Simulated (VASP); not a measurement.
Crystal: Mo2H3.

```xyz
5
Lattice="3.3253 0.0000 0.0000 -1.6627 2.8798 0.0000 0.0000 0.0000 5.2857" Properties=species:S:1:pos:R:3 pbc="T T T"
H     1.6627    0.9599    1.8705
H     0.0000    1.9199    3.4152
H     0.0000    0.0000    0.0000
Mo    1.6627    0.9599    3.9674
Mo    0.0000    1.9199    1.3183
```

The cell was generated, and may not be a known phase.

| Property | Result |
| --- | --- |
| Program | VASP 6.6.1 |
| Task | relaxation of cell and atoms |
| Functional | PBE |
| Potentials or basis | VASP PAW PBE potentials, release 64 (H, Mo_sv) |
| Cutoff | 600 eV |
| k mesh | 6 × 6 × 4 |
| Occupations | gaussian, width 0.1 eV |
| Spin | no spin polarisation |

At the start: pressure -34.0 GPa; volume 10.12 Å³/atom.

Task: Where does the relaxation end?

Result: Over 13 steps the energy falls by 350.0 meV/atom and the volume is 7.81 Å³/atom (-22.9 %); space group P-3m1 (No. 164, to 0.1 Å) before and after.

Step by step:
```csv
step,energy change (eV),largest force (eV/Å),pressure (GPa),volume (Å³)
1,0.0000,0.3404,-34.04,50.62
2,-1.4388,1.0719,18.54,36.44
3,-1.5720,0.8924,0.61,38.96
4,-1.6554,0.5776,1.31,38.75
5,-1.6833,0.2801,2.70,38.57
6,-1.7106,0.2312,-1.68,39.33
7,-1.7140,0.1938,-3.82,39.74
8,-1.7342,0.1546,-2.60,39.53
9,-1.7460,0.1553,-0.90,39.27
10,-1.7462,0.1657,-0.67,39.23
11,-1.7488,0.0763,-0.12,39.09
12,-1.7494,0.0549,0.35,38.98
13,-1.7498,0.0287,-0.07,39.04
```

Final structure:
```yaml
crystal:
  lattice:
    - [3.01644, 0.00000, 0.00000]
    - [-1.50822, 2.61232, 0.00000]
    - [0.00000, 0.00000, 4.95479]
  atoms:
    - { symbol: H, position: [0.66667, 0.33333, 0.38194] }
    - { symbol: H, position: [0.33333, 0.66667, 0.61806] }
    - { symbol: H, position: [0.00000, 0.00000, 0.00000] }
    - { symbol: Mo, position: [0.66667, 0.33333, 0.77515] }
    - { symbol: Mo, position: [0.33333, 0.66667, 0.22485] }
```

Caveat: the k points lie up to 0.40 Å⁻¹ apart in the final cell, too coarse for converged energies and pressures of a metal; the volume moved by over 15 % at a fixed basis, so the end points are rough.
